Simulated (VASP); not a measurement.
Wanted: the native input for a VASP 6.6.1 run.

| Quantity | Value |
| --- | --- |
| Task | relaxation of cell and atoms |
| Functional | PBE |
| Potentials or basis | VASP PAW PBE potentials, release 64 (W_sv) |
| Cutoff | 600 eV |
| k mesh | 9 × 9 × 9 |
| Occupations | methfessel-paxton, width 0.1 eV |
| Spin | no spin polarisation |
| Dipole correction | no |
| Further INCAR settings | ALGO = Normal; EDIFF = 1e-06; IBRION = 2; EDIFFG = -0.03; NSW = 80; ISIF = 3 |

The structure of W lies in POSCAR:

```
W
1.0
    0.0000000000      2.0194753606      2.0194753606
    2.0194753606      0.0000000000      2.0194753606
    2.0194753606      2.0194753606      0.0000000000
W
1
Direct
    0.0000000000      0.0000000000      0.0000000000
```

The input as run:

INCAR

```
SYSTEM = W
PREC = Accurate
ENCUT = 600
EDIFF = 1E-6
ISMEAR = 1
SIGMA = 0.1
LREAL = .False.
LASPH = .True.
NELM = 80
ALGO = Normal
ISIF = 3
LWAVE = .False.
LCHARG = .False.
GGA = PE
IBRION = 2
NSW = 80
EDIFFG = -0.03
```

KPOINTS

```
Automatic mesh
0
Gamma
  9 9 9
  0 0 0
```

Potentials or basis: VASP PAW PBE potentials, release 64 (W_sv).

Command:

```bash
$ cat potpaw_PBE.64/W_sv/POTCAR > POTCAR
$ mpirun -np 1 vasp_std > vasp.out
```

It gave:

```yaml
Relaxed_volume: 16.44 Å³/atom
Relaxed_cell: a = 2.854 Å, b = 2.854 Å, c = 2.854 Å, α = 60.00°, β = 60.00°, γ = 60.00°
Space_group_after_relaxing_to_0.05_Å: Fm-3m (No. 225)
Energy_gained_by_relaxing: 0.1 meV/atom
Ionic_steps: 3
Pressure_after_relaxing: 0.0 GPa
Band_gap_on_the_k_mesh: zero (band 7 reaches 12.95 eV, above the bottom of band 8 at 9.92 eV)
```

Caveat: spin-orbit coupling is left out, which moves the levels of the heavy elements.

It took 20 s on 1 thread of Intel Xeon 8259CL (shared host), peak memory 0.14 GiB.
